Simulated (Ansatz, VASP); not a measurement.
# Two plane-wave programs on Mg

```
Mg
1.0
     2.73271   -3.56090    0.00000
     2.73271    3.56090    0.00000
     0.00000    0.00000    5.04729
Mg
4
Direct
  0.85584 0.14416 0.25000
  0.14416 0.85584 0.75000
  0.48655 0.51345 0.25000
  0.51345 0.48655 0.75000
```

Alike in both runs: task single point; functional PBEsol; k mesh 4 × 4 × 4; occupations gaussian, width 0.1 eV; no spin polarisation.

|  | VASP | Ansatz |
| --- | --- | --- |
| version | VASP 6.6.1 | Ansatz 0.2.0 |
| potentials or method | VASP PAW PBE potentials, release 64 (Mg), cutoff 520 eV | scalar-relativistic, plane waves, PAW |
| valence electrons in the cell | 8 | 40 |

|  | VASP | Ansatz | Ansatz less VASP |
| --- | --- | --- | --- |
| gap on the k mesh at the Fermi level (eV) | none | none | - |
| pressure (GPa) | 5.1 | 5.0 | -0.06 |
| traceless stress, the component that is largest in VASP (GPa) | -3.58 | -3.54 | +0.044 |
| rms of the force components (eV/Å) | 0.591 | 0.584 | -0.0062 |

VASP's potentials were made for PBE, not for PBEsol. Atom by atom the forces differ by 0.006 eV/Å (rms over components). A gap of «none» marks a metal or a gap that the smearing closes. VASP's potentials hold 8 valence electrons a cell and Ansatz's 40, so a difference there can come from the potentials and not from the codes.

The k mesh is coarse, so the values compare programs but aren't converged.
